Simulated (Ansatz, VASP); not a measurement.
One calculation of InP, two programs

```
In P
1.0
     0.00000    2.94993    2.94993
     2.94993    0.00000    2.94993
     2.94993    2.94993    0.00000
In P
1 1
Direct
  0.00000 0.00000 0.00000
  0.25000 0.25000 0.25000
```

Alike in both runs: task single point; functional PBE; k mesh 10 × 10 × 10; occupations gaussian, width 0.02 eV; no spin polarisation.

|  | VASP | Ansatz |
| --- | --- | --- |
| version | VASP 6.6.1 | Ansatz 0.2.0 |
| potentials or method | VASP PAW PBE potentials, release 64 (In_d, P), cutoff 520 eV | scalar-relativistic, plane waves, PAW |
| valence electrons in the cell | 18 | 18 |

```tsv
	VASP	Ansatz	Ansatz less VASP
gap on the k mesh at the Fermi level (eV)	0.60	0.61	+0.003
least direct gap on the mesh (eV)	0.60	0.61	+0.003
pressure (GPa)	1.9	1.9	+0.05
```
